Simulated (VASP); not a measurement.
**H3OF: single point with PBE+D3(BJ)**

The system is H3OF.

```
CELL_PARAMETERS angstrom
6.34960 0.00000 0.00000
0.00000 6.34960 0.00000
0.00000 0.00000 6.34960
ATOMIC_POSITIONS crystal
F 0.27219 0.09219 0.93636
F 0.53142 0.94752 0.71827
F 0.88664 0.20845 0.13574
F 0.95642 0.28433 0.76737
F 0.50132 0.27841 0.29167
H 0.39042 0.04870 0.84892
H 0.49595 0.88125 0.57734
H 0.91425 0.23283 0.98244
H 0.95285 0.16417 0.64380
H 0.64462 0.26756 0.24411
H 0.06747 0.53931 0.72842
H 0.15779 0.76443 0.82983
H 0.04709 0.65160 0.12672
H 0.18557 0.45965 0.12209
H 0.64777 0.78723 0.10431
H 0.80863 0.77405 0.90328
H 0.94878 0.05299 0.38624
H 0.01860 0.90987 0.57445
H 0.43286 0.96439 0.28498
H 0.37527 0.73943 0.28490
O 0.10528 0.68990 0.70195
O 0.18708 0.60700 0.16536
O 0.78003 0.72940 0.04973
O 0.91535 0.01372 0.52603
O 0.47345 0.83219 0.35755
```

```yaml
Program: VASP 6.6.1
Task: single point
Functional: PBE
Dispersion: D3(BJ)
Potentials_or_basis: VASP PAW PBE potentials, release 64 (F_h, H_h, O_h)
Cutoff: 910 eV
k_mesh: 1 × 1 × 1
Occupations: fermi-dirac, width 0.05 eV
Spin: no spin polarisation
```

```yaml
Pressure: 0.7 GPa
Largest_force: 1.775 eV/Å
Band_gap_on_the_k_mesh: 5.19 eV
Dispersion_energy_per_atom: -0.033 eV
```

Forces in eV/Å, atoms in the order of the input:
```
F   -0.197 -0.060  0.557
F    0.492 -0.291 -0.047
F   -0.128  0.118  0.018
F   -0.050  0.850  0.451
F    0.571 -0.115 -0.076
H   -0.144 -0.062 -0.184
H   -0.046  0.057 -0.446
H   -0.026 -0.053 -0.018
H   -0.584 -0.293 -0.011
H   -0.388  0.130 -0.083
H    0.242  0.929  0.144
H   -0.194 -1.223 -0.627
H   -1.081  0.558  0.218
H    0.502  0.081  0.274
H    0.532 -0.065 -0.227
H   -0.753 -0.114  0.778
H    0.304  0.311 -1.721
H    0.126 -1.263  0.008
H    0.478  0.091  0.670
H   -0.944 -1.383  0.174
O    0.179  0.579  0.562
O    0.490 -0.760 -0.271
O    0.576 -0.045 -0.651
O   -0.106  0.484  1.048
O    0.149  1.538 -0.539
```

Stress tensor (GPa, compression positive):
```
 1.26 -0.92 -0.06
-0.92  0.26 -0.06
-0.06 -0.06  0.48
```

Levels at points of the mesh, in eV from the valence-band top:
| k point | band 37 | band 38 | band 39 | band 40 | band 41 | band 42 | band 43 | band 44 |
| --- | --- | --- | --- | --- | --- | --- | --- | --- |
| (0.00, 0.00, 0.00) | -1.09 | -0.33 | -0.24 | 0.00 | 5.19 | 8.52 | 8.76 | 8.93 |

It took 31 s on 1 thread of Intel(R) Xeon(R) 6975P-C (Granite Rapids) (shared host), peak memory 0.5 GiB.

Caveat: the k points lie up to 0.99 Å⁻¹ apart; the cutoff is under 1.25 times the usual one of these potentials, so pressure, stress and relaxed cells hold a basis-set (Pulay) error.
